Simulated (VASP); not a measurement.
# HC20 in VASP: notebook, part 2 of 3

VASP 6.6.1. Earlier steps stand in the parts before.

## (3) Single point, LDA

File INCAR:

```
SYSTEM = HC20
ALGO = Fast
DIPOL = 0.5 0.5 0.291
EDIFF = 1E-6
ENCUT = 520
IDIPOL = 3
ISIF = 2
ISMEAR = 0
LASPH = .TRUE.
LCHARG = .FALSE.
LDIPOL = .TRUE.
LREAL = Auto
LWAVE = .FALSE.
NBANDS = 108
NELM = 80
PREC = Accurate
SIGMA = 0.05
```

File KPOINTS:

```
k-points
0
G
  4 4 1
  0 0 0
```

File POSCAR:

```
HC20
1.0
    7.2015518731      0.0000000000      0.0000000000
   -3.3194130427      7.7907812636      0.0000000000
    0.0000000000      0.0000000000     22.7916832250
C H
40 2
Direct
    0.2501129010      0.1667043003      0.1755026147
    0.2501129010      0.6667043003      0.1755026147
    0.7501129009      0.1667043003      0.1755026147
    0.7501129009      0.6667043003      0.1755026147
    0.2498870990      0.3332956997      0.1755026147
    0.2498870990      0.8332956997      0.1755026147
    0.7498870990      0.3332956997      0.1755026147
    0.7498870990      0.8332956997      0.1755026147
    0.2501129010      0.4167043003      0.2291325538
    0.2501129010      0.9167043003      0.2291325538
    0.7501129009      0.4167043003      0.2291325538
    0.7501129009      0.9167043003      0.2291325538
    0.2498870990      0.0832956997      0.2291325538
    0.2498870991      0.5832956997      0.2291325538
    0.7498870990      0.0832956997      0.2291325538
    0.7498870990      0.5832956997      0.2291325538
    0.2500458055      0.1676520614      0.2827258575
    0.2500458055      0.6676520614      0.2827258575
    0.7500458055      0.1676520614      0.2827258575
    0.7500458055      0.6676520614      0.2827258575
    0.2499541945      0.3323479386      0.2827258575
    0.2499541945      0.8323479386      0.2827258575
    0.7499541945      0.3323479386      0.2827258575
    0.7499541945      0.8323479386      0.2827258575
    0.2500622594      0.4183368654      0.3365410697
    0.2500622594      0.9183368654      0.3365410697
    0.7500622594      0.4183368654      0.3365410697
    0.7500622594      0.9183368654      0.3365410697
    0.2499377406      0.0816631346      0.3365410697
    0.2499377406      0.5816631346      0.3365410697
    0.7499377406      0.0816631346      0.3365410697
    0.7499377406      0.5816631346      0.3365410697
    0.2501903787      0.1771682769      0.3857408485
    0.2501903787      0.6771682769      0.3857408485
    0.7501903787      0.1771682769      0.3857408485
    0.7501903787      0.6771682769      0.3857408485
    0.2498096213      0.3228317231      0.3857408485
    0.2498096213      0.8228317231      0.3857408485
    0.7498096213      0.3228317231      0.3857408485
    0.7498096213      0.8228317231      0.3857408485
    0.9998096213      0.2844540147      0.4756859385
    0.9998096213      0.3612094315      0.4756859385
```

Potentials or basis: VASP PAW LDA potentials, release 64 (C, H).

Launch:

```console
$ cat potpaw_LDA.64/C/POTCAR potpaw_LDA.64/H/POTCAR > POTCAR
$ mpirun -np 1 vasp_std > vasp.out
```

OUTCAR:

```text
SYSTEM = HC20
   EDIFF = 1E-6
   ENCUT = 520
   ISIF = 2
   ISMEAR = 0
   LASPH = .TRUE.
   LREAL = Auto
   NELM = 80
   PREC = Accurate

 ion  position               nearest neighbor table
   1  0.250  0.167  0.176-   5 1.41  13 1.41
   2  0.250  0.667  0.176-   6 1.41  14 1.41
   3  0.750  0.167  0.176-   7 1.41  15 1.41
   4  0.750  0.667  0.176-   8 1.41  16 1.41
   5  0.250  0.333  0.176-   1 1.41   9 1.41
   6  0.250  0.833  0.176-   2 1.41  10 1.41
   7  0.750  0.333  0.176-   3 1.41  11 1.41
   8  0.750  0.833  0.176-   4 1.41  12 1.41
   9  0.250  0.417  0.229-  14 1.41   5 1.41  21 1.41
  10  0.250  0.917  0.229-  13 1.41   6 1.41  22 1.41
  11  0.750  0.417  0.229-  16 1.41   7 1.41  23 1.41
  12  0.750  0.917  0.229-  15 1.41   8 1.41  24 1.41
  13  0.250  0.083  0.229-  10 1.41   1 1.41  17 1.41
  14  0.250  0.583  0.229-   9 1.41   2 1.41  18 1.41
[... 16 lines left out ...]
  31  0.750  0.082  0.337-  35 1.38  28 1.38  19 1.43
  32  0.750  0.582  0.337-  36 1.38  27 1.38  20 1.43
  33  0.250  0.177  0.386-  37 1.23  29 1.38
  34  0.250  0.677  0.386-  38 1.23  30 1.38
  35  0.750  0.177  0.386-  39 1.23  31 1.38
[... 278 lines left out ...]
      5     -20.4535      2.00000
      6     -20.3026      2.00000
[... 949 lines left out ...]
     92      -0.4436      0.00000
     93      -0.4397      0.00000
 [bands above 93 left out]

------------------------ aborting loop because EDIFF is reached ----------------------------------------

 vacuum level on the upper side and lower side of the slab       (xc-potential included)        -0.552         0.356

  FORCE on cell =-STRESS in cart. coord.  units (eV):
  Direction    XX          YY          ZZ          XY          YZ          ZX
  --------------------------------------------------------------------------------------
  -------------------------------------------------------------------------------------
  Total       -0.3721647     -2.1360678     -8.4967694      0.1572388      0.2321791      0.3417672
  in kB       -0.4662966     -2.6763450    -10.6458638      0.1970093      0.2909044      0.4282106
  external PRESSURE =      -4.5961685 kB  Pullay stress =       0.0000000 kB

 VOLUME and BASIS-vectors are now :
 -----------------------------------------------------------------------------
  energy-cutoff  :      520.00
  volume of cell :     1278.74
      direct lattice vectors                 reciprocal lattice vectors
     7.201551873  0.000000000  0.000000000     0.138858960  0.059163545  0.000000000
    -3.319413043  7.790781264  0.000000000     0.000000000  0.128356832  0.000000000
     0.000000000  0.000000000 22.791683225     0.000000000  0.000000000  0.043875654

 POSITION                                       TOTAL-FORCE (eV/Angst)
 -----------------------------------------------------------------------------------
      1.24784      1.29876      4.00000        -2.672400      6.305964      1.103956
     -0.41187      5.19415      4.00000        -2.689500      6.302499      1.107885
      4.84862      1.29876      4.00000        -2.677911      6.304817      1.104291
      3.18891      5.19415      4.00000        -2.687662      6.303923      1.106919
      0.69323      2.59663      4.00000         2.671036     -6.309341      1.108149
     -0.96648      6.49202      4.00000         2.690963     -6.298976      1.103695
[... 34 lines left out ...]
      6.25596      2.21612     10.84168         2.248504     -4.992281      0.138579
      6.00118      2.81410     10.84168        -2.079185      5.116050      0.154202
 -----------------------------------------------------------------------------------
    total drift:                                0.000099      0.000134     -0.041921

  FREE ENERGIE OF THE ION-ELECTRON SYSTEM (eV)
  ---------------------------------------------------
  free  energy   TOTEN  =      -369.3182528435 eV

  energy  without entropy=     -369.3006076735  energy(sigma->0) =     -369.30943026

 vacuum level on the upper side and lower side of the slab         2.309         3.236
```

Run time: 1.7 h. Hardware: 1 thread of Oxide Virtual Turin-like, shared host; peak memory 1.3 GiB.

Results:

```
Free energy            : -369.3183 eV
Largest force          : 6.942 eV/Å
Band gap on the k mesh : 0.01 eV
```

Forces in eV/Å, atoms in the order of the input:
```
C   -2.672  6.306  1.104
C   -2.689  6.302  1.108
C   -2.678  6.305  1.104
C   -2.688  6.304  1.107
C    2.671 -6.309  1.108
C    2.691 -6.299  1.104
C    2.678 -6.306  1.104
C    2.686 -6.304  1.108
C   -0.168  0.412 -1.184
C   -0.175  0.411 -1.186
C   -0.167  0.410 -1.181
C   -0.175  0.409 -1.190
C    0.167 -0.408 -1.185
C    0.174 -0.411 -1.185
C    0.174 -0.406 -1.184
C    0.173 -0.411 -1.187
C    0.004 -0.023  0.008
C   -0.001 -0.010  0.010
C    0.007 -0.001 -0.001
C    0.001 -0.010  0.013
C   -0.003  0.006  0.011
C   -0.001  0.006  0.015
C    0.013  0.010 -0.004
C   -0.003  0.009  0.015
C   -0.028  0.050  0.034
C   -0.012  0.050  0.010
C   -0.004  0.016  0.026
C   -0.013  0.029  0.000
C    0.010 -0.010 -0.003
C    0.016 -0.044  0.004
C    0.000 -0.020  0.025
C   -0.001 -0.039  0.004
C    0.042 -0.087  0.075
C    0.038 -0.071  0.077
C   -0.079 -0.107 -0.077
C    0.046 -0.083  0.058
C    0.031  0.029  0.000
C   -0.043  0.062  0.049
C   -0.146  0.023 -0.070
C   -0.043  0.086  0.062
H    2.249 -4.992  0.139
H   -2.079  5.116  0.154
```

Caveat: the smearing spreads over this small gap.

## (4) Single point, LDA

File INCAR:

```
ALGO = Fast ; DIPOL = 0.5 0.5 0.293
EDIFF = 1E-6 ; ENCUT = 520
GGA = CA ; IDIPOL = 3
ISIF = 2 ; ISMEAR = 0
LASPH = T ; LCHARG = T
LDIPOL = T ; LELF = T
LREAL = Auto ; LVACPOTAV = T
LVHAR = T ; LWAVE = F
NBANDS = 108 ; NELM = 80
PREC = Accurate ; SIGMA = 0.05
```

File KPOINTS:

```
k-points
0
Gamma
  4 4 1
```

POSCAR, as its differences from that of step 3:

```diff
@@ -48,3 +48,3 @@
     0.7498096213      0.8228317231      0.3857408485
-    0.9998096213      0.2844540147      0.4756859385
-    0.9998096213      0.3612094315      0.4756859385
+    0.9998096213      0.2785497518      0.5173678095
+    0.9998096213      0.3671136943      0.5173678095
```

Potentials or basis: VASP PAW LDA potentials, release 64 (C, H).

Launch:

```console
$ cat potpaw_LDA.64/C/POTCAR potpaw_LDA.64/H/POTCAR > POTCAR
$ mpirun -np 1 vasp_std > vasp.out
```

OUTCAR:

```text
EDIFF = 1E-6
   ENCUT = 520
   GGA = CA
   ISIF = 2
   ISMEAR = 0
   LASPH = T
   LREAL = Auto
   NELM = 80
   PREC = Accurate

 ion  position               nearest neighbor table
   1  0.250  0.167  0.176-   5 1.41  13 1.41
   2  0.250  0.667  0.176-   6 1.41  14 1.41
   3  0.750  0.167  0.176-   7 1.41  15 1.41
   4  0.750  0.667  0.176-   8 1.41  16 1.41
   5  0.250  0.333  0.176-   1 1.41   9 1.41
   6  0.250  0.833  0.176-   2 1.41  10 1.41
   7  0.750  0.333  0.176-   3 1.41  11 1.41
   8  0.750  0.833  0.176-   4 1.41  12 1.41
   9  0.250  0.417  0.229-  14 1.41   5 1.41  21 1.41
  10  0.250  0.917  0.229-  13 1.41   6 1.41  22 1.41
  11  0.750  0.417  0.229-  16 1.41   7 1.41  23 1.41
  12  0.750  0.917  0.229-  15 1.41   8 1.41  24 1.41
  13  0.250  0.083  0.229-  10 1.41   1 1.41  17 1.41
  14  0.250  0.583  0.229-   9 1.41   2 1.41  18 1.41
[... 16 lines left out ...]
  31  0.750  0.082  0.337-  35 1.38  28 1.38  19 1.43
  32  0.750  0.582  0.337-  36 1.38  27 1.38  20 1.43
  33  0.250  0.177  0.386-  37 1.23  29 1.38
  34  0.250  0.677  0.386-  38 1.23  30 1.38
  35  0.750  0.177  0.386-  39 1.23  31 1.38
  36  0.750  0.677  0.386-  40 1.23  32 1.38
  37  0.250  0.323  0.386-  33 1.23  25 1.38
  38  0.250  0.823  0.386-  34 1.23  26 1.38
  39  0.750  0.323  0.386-  35 1.23  27 1.38
  40  0.750  0.823  0.386-  36 1.23  28 1.38
  41  1.000  0.279  0.517-  42 0.75
  42  1.000  0.367  0.517-  41 0.75

  LATTYP: Found a simple monoclinic cell.
 ALAT       =     7.2015518731
 B/A-ratio  =     3.1648294182
 C/A-ratio  =     1.1759212235
 COS(beta)  =    -0.3919737412

  Lattice vectors:

 A1 = (   7.2015518731,   0.0000000000,   0.0000000000)
 A2 = (   0.0000000000,   0.0000000000, -22.7916832250)
 A3 = (  -3.3194130427,   7.7907812636,   0.0000000000)

Analysis of symmetry for initial positions (statically):
=====================================================================
 Subroutine PRICEL returns:
 Original cell was already a primitive cell.

 Routine SETGRP: Setting up the symmetry group for a
 simple monoclinic supercell.

 Subroutine GETGRP returns: Found  1 space group operations
 (whereof  1 operations were pure point group operations)
 out of a pool of  4 trial point group operations.

The static configuration has the point symmetry C_1 .

Analysis of symmetry for dynamics (positions and initial velocities):
=====================================================================
 Subroutine PRICEL returns:
 Original cell was already a primitive cell.

 Routine SETGRP: Setting up the symmetry group for a
 simple monoclinic supercell.

 Subroutine GETGRP returns: Found  1 space group operations
 (whereof  1 operations were pure point group operations)
 out of a pool of  4 trial point group operations.

The dynamic configuration has the point symmetry C_1 .

 Subroutine INISYM returns: Found  1 space group operations
 (whereof  1 operations are pure point group operations),
 and found     1 'primitive' translations

----------------------------------------------------------------------------------------
[... 138 lines left out ...]
  0.250000  0.500000  0.000000      2.000000
  0.500000  0.500000  0.000000      1.000000
   k-points           NKPTS =     10   k-points in BZ     NKDIM =     10   number of bands    NBANDS=    108
   number of dos      NEDOS =    301   number of ions     NIONS =     42
   total plane-waves  NPLWV = 622080
   dimension x,y,z NGX =    54 NGY =   64 NGZ =  180
   dimension x,y,z NGXF=   108 NGYF=  128 NGZF=  360
   ions per type =              40   2
   NGX,Y,Z   is equivalent  to a cutoff of  12.47, 12.56, 13.13 a.u.
   NGXF,Y,Z  is equivalent  to a cutoff of  24.93, 25.13, 26.26 a.u.
 SYSTEM =  unknown system
   PREC   = accura    normal or accurate (medium, high low for compatibility)
   ISTART =      0    job   : 0-new  1-cont  2-samecut
   ICHARG =      2    charge: 1-file 2-atom 10-const
   ISPIN  =      1    spin polarized calculation?
   LNONCOLLINEAR =      F non collinear calculations
[... 20 lines left out ...]
   EFERMI_NEDOS =   21; number of points for ismear=-14 and -15
   IALGO  =     68    algorithm
   IMIX   =      4    mixing-type and parameters
     AMIX     =   0.40;   BMIX     =  1.00
     AMIX_MAG =   1.60;   BMIX_MAG =  1.00
  volume/ion in A,a.u.               =      30.45       205.46
  Fermi-wavevector in a.u.,A,eV,Ry     =   0.822215  1.553761  9.198046  0.676037
  Thomas-Fermi vector in A             =   1.933511
   LORBIT       =      0    0 simple, 1 ext, 2 COOP (PROOUT), +10 PAW based schemes
   GGA     = CA    functional components
   LHFCALC =     F    Hartree Fock is set to
   AEXX    =    0.0000 exact exchange contribution
   IVDW    =     0    specifies the selected vdW correction
   LEPSILON=     F    determine dielectric tensor
   LRPA    =     F    only Hartree local field effects (RPA)
 non-spin polarized calculation
 RMM-DIIS sequential band-by-band and
 Gauss-broadening in eV      SIGMA  =   0.05
  energy-cutoff  :      520.00
  volume of cell :     1278.74
 maximum number of plane-waves:     34461
 NGX is ok and might be reduce to    54
   NGX = 27   NGY = 31   NGZ = 85

 dipolmoment           0.000000      0.000000      0.198954 electrons x Angstroem

 number of electron     162.0000011 magnetization

 dipolmoment           0.000000      0.000000     -0.278664 electrons x Angstroem

 Free energy of the ion-electron system (eV)
  ---------------------------------------------------
  ext. energy  EPLUGINS =         0.00000000
  ---------------------------------------------------
  free energy    TOTEN  =      -369.66637680 eV

  energy without entropy =     -369.64875406  energy(sigma->0) =     -369.65756543

 E-fermi :  -3.3663     XC(G=0):  -3.8534

 val. band max:       -3.3969373030   @ k =   0.2500   0.0000   0.0000
 cond. band min:      -3.3582594641   @ k =   0.5000   0.2500   0.0000
 fundamental gap:      0.0386778389
 Fermi energy:        -3.3663205442

 k-point     1 :       0.0000    0.0000    0.0000
  band No.  band energies     occupation
      1     -22.1253      2.00000
      2     -21.7969      2.00000
      3     -20.7349      2.00000
      4     -20.5887      2.00000
      5     -20.4603      2.00000
      6     -20.3095      2.00000
[... 949 lines left out ...]
     92      -0.4486      0.00000
     93      -0.4482      0.00000
 [bands above 93 left out]

------------------------ aborting loop because EDIFF is reached ----------------------------------------

  FORCE on cell =-STRESS in cart. coord.  units (eV):
  Direction    XX          YY          ZZ          XY          YZ          ZX
  --------------------------------------------------------------------------------------
  -------------------------------------------------------------------------------------
  Total       -1.3589116     -4.8752880     -9.1613206      1.2340456      0.0185157      0.0288719
  in kB       -1.7026222     -6.1083984    -11.4785006      1.5461737      0.0231990      0.0361745
  external PRESSURE =      -6.4298404 kB  Pullay stress =       0.0000000 kB

 VOLUME and BASIS-vectors are now :
 -----------------------------------------------------------------------------
  energy-cutoff  :      520.00
  volume of cell :     1278.74
      direct lattice vectors                 reciprocal lattice vectors
     7.201551873  0.000000000  0.000000000     0.138858960  0.059163545  0.000000000
    -3.319413043  7.790781264  0.000000000     0.000000000  0.128356832  0.000000000
     0.000000000  0.000000000 22.791683225     0.000000000  0.000000000  0.043875654

 POSITION                                       TOTAL-FORCE (eV/Angst)
 -----------------------------------------------------------------------------------
      1.24784      1.29876      4.00000        -2.683056      6.312060      1.103309
     -0.41187      5.19415      4.00000        -2.684262      6.310922      1.103693
      4.84862      1.29876      4.00000        -2.683678      6.312338      1.103303
      3.18891      5.19415      4.00000        -2.684242      6.311367      1.103864
      0.69323      2.59663      4.00000         2.682973     -6.312271      1.103653
     -0.96648      6.49202      4.00000         2.684315     -6.310828      1.103469
[... 34 lines left out ...]
      6.27556      2.17012     11.79168         0.227620     -0.512497     -0.014772
      5.98158      2.86010     11.79168        -0.218327      0.519971     -0.008574
 -----------------------------------------------------------------------------------
    total drift:                               -0.000063      0.000142     -0.042262

  FREE ENERGIE OF THE ION-ELECTRON SYSTEM (eV)
  ---------------------------------------------------
  free  energy   TOTEN  =      -369.6663767952 eV

  energy  without entropy=     -369.6487540585  energy(sigma->0) =     -369.65756543

 vacuum level on the upper side and lower side of the slab         2.407         3.306
```

Run time: 59 min. Hardware: 1 thread of Oxide Virtual Turin-like, shared host; peak memory 1.3 GiB.

Results:

| Property | Result |
| --- | --- |
| Free energy | -369.6664 eV |
| Largest force | 6.948 eV/Å |
| Band gap on the k mesh | zero (filled and empty bands touch) |

Forces in eV/Å, atoms in the order of the input:
```
C   -2.683  6.312  1.103
C   -2.684  6.311  1.104
C   -2.684  6.312  1.103
C   -2.684  6.311  1.104
C    2.683 -6.312  1.104
C    2.684 -6.311  1.103
C    2.684 -6.313  1.103
C    2.684 -6.311  1.104
C   -0.173  0.414 -1.182
C   -0.174  0.414 -1.183
C   -0.173  0.414 -1.182
C   -0.174  0.414 -1.183
C    0.173 -0.414 -1.182
C    0.174 -0.414 -1.183
C    0.174 -0.413 -1.182
C    0.174 -0.414 -1.183
C    0.002 -0.013  0.010
C    0.001 -0.011  0.011
C    0.001 -0.010  0.008
C    0.001 -0.010  0.011
C   -0.001  0.010  0.011
C   -0.001  0.010  0.011
C    0.000  0.011  0.008
C   -0.001  0.010  0.011
C   -0.013  0.050  0.015
C   -0.010  0.050  0.009
C   -0.008  0.043  0.012
C   -0.010  0.048  0.007
C    0.009 -0.043  0.008
C    0.011 -0.050  0.008
C    0.008 -0.044  0.013
C    0.009 -0.049  0.008
C    0.032 -0.058  0.068
C    0.032 -0.058  0.064
C    0.032 -0.055  0.059
C    0.034 -0.056  0.059
C   -0.034  0.050  0.062
C   -0.034  0.054  0.059
C   -0.034  0.055  0.060
C   -0.034  0.057  0.061
H    0.228 -0.512 -0.015
H   -0.218  0.520 -0.009
```

## (5) Single point, LDA

File INCAR:

```
SYSTEM = HC20
  ALGO = Fast
  DIPOL = 0.5 0.5 0.291
  EDIFF = 1E-7
  ENCUT = 520
  IDIPOL = 3
  ISIF = 2
  ISMEAR = 0
  LASPH = .True.
  LCHARG = .False.
  LDIPOL = .True.
  LREAL = Auto
  LWAVE = .False.
  NBANDS = 108
  NELM = 60
  PREC = Accurate
  SIGMA = 0.05
```

File KPOINTS:

```
k-points
0
Gamma
  4 4 1
  0 0 0
```

POSCAR, as its differences from that of step 4:

```diff
@@ -48,3 +48,3 @@
     0.7498096213      0.8228317231      0.3857408485
-    0.9998096213      0.2785497518      0.5173678095
-    0.9998096213      0.3671136943      0.5173678095
+    0.9998096213      0.2531023790      0.4756859385
+    0.9998096213      0.3925610672      0.4756859385
```

Launch:

```console
$ cat potpaw_LDA.64/C/POTCAR potpaw_LDA.64/H/POTCAR > POTCAR
$ mpirun -np 1 vasp_std > vasp.out
```

Run time: 73 min. Hardware: 1 thread of Oxide Virtual Turin-like, shared host; peak memory 1.3 GiB.

Results (log left out):

```
Free energy            : -368.2469 eV
Largest force          : 6.933 eV/Å
Band gap on the k mesh : 0.01 eV
```

Forces in eV/Å, atoms in the order of the input:
```
C   -2.658  6.301  1.107
C   -2.696  6.288  1.113
C   -2.672  6.292  1.105
C   -2.688  6.293  1.112
C    2.656 -6.304  1.114
C    2.699 -6.283  1.106
C    2.671 -6.296  1.104
C    2.685 -6.293  1.113
C   -0.160  0.409 -1.188
C   -0.175  0.405 -1.190
C   -0.160  0.402 -1.180
C   -0.175  0.401 -1.196
C    0.158 -0.399 -1.188
C    0.173 -0.405 -1.189
C    0.172 -0.396 -1.185
C    0.170 -0.405 -1.192
C    0.003 -0.040  0.002
C   -0.001 -0.012  0.011
C    0.014  0.008 -0.012
C    0.002 -0.009  0.016
C   -0.004  0.005  0.015
C   -0.004  0.002  0.018
C    0.025  0.010 -0.016
C   -0.004  0.010  0.020
C   -0.044  0.051  0.050
C   -0.006  0.042  0.014
C    0.002 -0.014  0.036
C   -0.015  0.009 -0.006
C    0.008  0.041 -0.016
C    0.023 -0.039  0.003
C   -0.009  0.008  0.034
C   -0.011 -0.028  0.003
C    0.091 -0.184  0.090
C    0.041 -0.120  0.104
C   -0.104 -0.177 -0.123
C    0.064 -0.124  0.057
C    0.005  0.038  0.009
C   -0.065  0.097  0.044
C   -0.215  0.059 -0.119
C   -0.057  0.131  0.068
H   -1.595  4.207  0.147
H    1.858 -3.980  0.183
```

Levels at points of the mesh, in eV from the valence-band top:
```
           k point  band 77  band 78  band 79  band 80  band 81  band 82  band 83  band 84  band 85  band 86
(0.00, 0.00, 0.00)    -0.99    -0.92    -0.82    -0.20    -0.02     0.02     0.51     0.62     0.66     0.98
(0.50, 0.00, 0.00)    -1.32    -0.97    -0.96    -0.13    -0.11     0.17     0.19     0.75     0.87     1.06
(0.00, 0.50, 0.00)    -1.37    -1.09    -1.09    -1.09    -1.08     0.61     0.63     0.65     0.66     1.37
(0.50, 0.50, 0.00)    -1.27    -1.18    -1.15    -0.79    -0.79     0.49     0.51     0.76     0.77     1.26
```

Caveat: the smearing spreads over this small gap.

(Part 2 of 3 ends here.)

The gap in the log of VASP goes by the Fermi energy; the results here count the filled bands.